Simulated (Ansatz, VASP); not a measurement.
LiGeN: VASP beside Ansatz

File INCAR:

```
SYSTEM = LiGeN
ALGO = Normal
EDIFF = 1E-7
EDIFFG = -0.04
ENCUT = 600
GGA = PE
IBRION = 2
ISIF = 3
ISMEAR = 0
LASPH = .TRUE.
LCHARG = .FALSE.
LREAL = .FALSE.
LWAVE = .FALSE.
NELM = 60
NSW = 90
PREC = Accurate
SIGMA = 0.1
```

KPOINTS

```
k-points
0
G
  6 6 4
  0 0 0
```

The input POSCAR:

```
LiGeN
1.0
    1.9688942500     -3.9966227500      0.0000000000
    1.9688942500      3.9966227500      0.0000000000
    0.0000000000      0.0000000000      5.2717475500
Li Ge N
2 2 2
Direct
    0.7324878100      0.2675121900      0.2500000000
    0.2675121900      0.7324878100      0.7500000000
    0.5000000000      0.5000000000      0.0000000000
    0.5000000000      0.5000000000      0.5000000000
    0.0923904400      0.9076095600      0.2500000000
    0.9076095600      0.0923904400      0.7500000000
```

Input for Ansatz:

```yaml
crystal:
  lattice:
    - [1.96889425, -3.99662275, 0.0]
    - [1.96889425, 3.99662275, 0.0]
    - [0.0, 0.0, 5.27174755]
  atoms:
    - { symbol: Li, position: [0.73248781, 0.26751219, 0.25] }
    - { symbol: Li, position: [0.26751219, 0.73248781, 0.75] }
    - { symbol: Ge, position: [0.5, 0.5, 0.0] }
    - { symbol: Ge, position: [0.5, 0.5, 0.5] }
    - { symbol: "N", position: [0.09239044, 0.90760956, 0.25] }
    - { symbol: "N", position: [0.90760956, 0.09239044, 0.75] }
basis:
  ecutwfc: 420
kpoints:
  mp_grid: { grid: [6, 6, 4] }
hamiltonian:
  xc: pbe
scf:
  occupations: { method: gaussian, width: 0.1 }
  lower_state_search: "off"
output:
  forces: true
  stress: true
  eigenvalues: true
relax:
  adjacent_minimum: "off"
  f_tol: 0.04
  max_steps: 70
  cell: { stress_tol: 0.4 }
```

Alike in both runs: task relaxation of cell and atoms; functional PBE; k mesh 6 × 6 × 4; occupations gaussian, width 0.1 eV; no spin polarisation.

|  | VASP | Ansatz |
| --- | --- | --- |
| version | VASP 6.6.1 | Ansatz 0.2.0 |
| potentials or method | VASP PAW PBE potentials, release 64 (Li_sv, Ge_d, N), cutoff 600 eV | scalar-relativistic, plane waves, PAW |
| valence electrons in the cell | 44 | 44 |

Ansatz gave:

| Property | Result |
| --- | --- |
| gap on the k mesh at the Fermi level, each at its own relaxed structure (eV) | none |
| relaxed volume (Å³/atom) | 11.80 |
| relaxed length of the cell vector where the two differ most in proportion (Å) | 5.114 |

What did VASP give for the same quantities?

gap on the k mesh at the Fermi level, each at its own relaxed structure (eV): none; relaxed volume (Å³/atom): 11.73; relaxed length of the cell vector where the two differ most in proportion (Å): 5.091.

A gap of «none» marks a metal or a gap that the smearing closes.

Noted on VASP's run: the cutoff is under 1.25 times that of the potentials, so the pressure is a little rough; the volume moved by over 15 % at a fixed basis, so the end points are rough.
